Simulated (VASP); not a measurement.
Set up this calculation in VASP 6.6.1, as the native input.

```
Task                   : single point
Functional             : r2SCAN
Potentials or basis    : VASP PAW PBE potentials, release 64 (Li_sv)
Cutoff                 : 520 eV
k mesh                 : 18 × 18 × 18
Occupations            : gaussian, width 0.1 eV
Spin                   : no spin polarisation
Dipole correction      : no
Further INCAR settings : ALGO = Normal; EDIFF = 1e-07; NBANDS = 8
```

Crystal: Li.

```
CELL_PARAMETERS angstrom
-1.73788 1.73788 1.73788
1.73788 -1.73788 1.73788
1.73788 1.73788 -1.73788
ATOMIC_POSITIONS crystal
Li 0.00000 0.00000 0.00000
```

These files were run (other wordings do the same):

POSCAR

```
Li
1.0
   -1.7378768293      1.7378768293      1.7378768293
    1.7378768293     -1.7378768293      1.7378768293
    1.7378768293      1.7378768293     -1.7378768293
Li
1
Direct
    0.0000000000      0.0000000000      0.0000000000
```

INCAR.step1

```
PREC     = Accurate       # precision mode
ENCUT    = 520            # plane-wave cutoff, eV
ISMEAR   = 0              # smearing method
SIGMA    = 0.1            # smearing width, eV
LREAL    = F              # projectors in reciprocal space
LASPH    = T              # aspherical terms in the spheres
NELM     = 100            # most SCF steps
NBANDS   = 8              # bands
GGA      = PE             # functional
ALGO     = Normal         # electronic algorithm
EDIFF    = 1E-4           # SCF threshold, eV
LWAVE    = T              # write WAVECAR
LCHARG   = F              # write CHGCAR
```

INCAR.step2

```
PREC     = Accurate       # precision mode
ENCUT    = 520            # plane-wave cutoff, eV
EDIFF    = 1E-7           # SCF threshold, eV
ISMEAR   = 0              # smearing method
SIGMA    = 0.1            # smearing width, eV
LREAL    = F              # projectors in reciprocal space
LASPH    = T              # aspherical terms in the spheres
NELM     = 100            # most SCF steps
ALGO     = Normal         # electronic algorithm
ISIF     = 2              # what is computed and relaxed
LWAVE    = F              # write WAVECAR
LCHARG   = T              # write CHGCAR
METAGGA  = R2SCAN         # meta-GGA
LMIXTAU  = T            
LELF     = T              # ELF
LVHAR    = T            
NBANDS   = 8              # bands
ISTART   = 1
```

KPOINTS

```
regular mesh
0
Gamma
  18 18 18
```

Potentials or basis: VASP PAW PBE potentials, release 64 (Li_sv).

Command:

```bash
$ cat potpaw_PBE.64/Li_sv/POTCAR > POTCAR
$ cp INCAR.step1 INCAR
$ mpirun -np 1 vasp_std > vasp.out
$ cp INCAR.step2 INCAR
$ mpirun -np 1 vasp_std > vasp.out
```

It took 3.3 min on 1 thread of AMD EPYC 7R13 Processor (Zen 3), on a shared host, peak memory 0.12 GiB.
